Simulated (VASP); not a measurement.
Runs of VASP 6.6.1 on TiAl. The structure is that of space group P-6m2 (No. 187), or close to it. The cells are those of the table. 

```tsv
cell	gap on the mesh (eV)	pressure (GPa)
a = 2.791, b = 2.791, c = 4.250 Å, angles 90.0, 90.0, 120.0°, 2 atoms	none	19.4
a = 2.800, b = 2.800, c = 4.619 Å, angles 90.0, 90.0, 120.0°, 2 atoms	none	3.9
a = 2.895, b = 2.895, c = 4.619 Å, angles 90.0, 90.0, 120.0°, 2 atoms	none	-3.3
a = 2.848, b = 2.848, c = 4.804 Å, angles 90.0, 90.0, 120.0°, 2 atoms	none	(c)
a = 2.705, b = 2.705, c = 4.250 Å, angles 90.0, 90.0, 120.0°, 2 atoms	none	30.5
a = 2.762, b = 2.762, c = 4.742 Å, angles 90.0, 90.0, 120.0°, 2 atoms	none	3.7
a = 2.848, b = 2.848, c = 4.865 Å, angles 90.0, 90.0, 120.0°, 2 atoms	none	(b)
a = 2.705, b = 2.705, c = 4.434 Å, angles 90.0, 90.0, 120.0°, 2 atoms	none	20.8
a = 2.753, b = 2.753, c = 4.065 Å, angles 90.0, 90.0, 120.0°, 2 atoms	none	35.0
a = 2.762, b = 2.762, c = 4.619 Å, angles 90.0, 90.0, 120.0°, 2 atoms	none	7.3
a = 2.753, b = 2.753, c = 4.250 Å, angles 90.0, 90.0, 120.0°, 2 atoms	none	(a)
a = 2.848, b = 2.848, c = 4.742 Å, angles 90.0, 90.0, 120.0°, 2 atoms	none	-3.0
```

Alike in all rows: task single point; level PBEsol; potentials or basis VASP PAW PBE potentials, release 64 (Ti_sv, Al); no spin polarisation; k mesh 18 × 18 × 10; cutoff (eV) 520; smearing gaussian 0.15 eV.

Q: Estimate the missing entries.

A: (a) 24.0; (b) -5.5; (c) -4.3.

Caveats: the PAW data sets were made with another functional, which shifts forces and pressure a little.

A gap of «none» marks levels without a gap at the run's occupations.
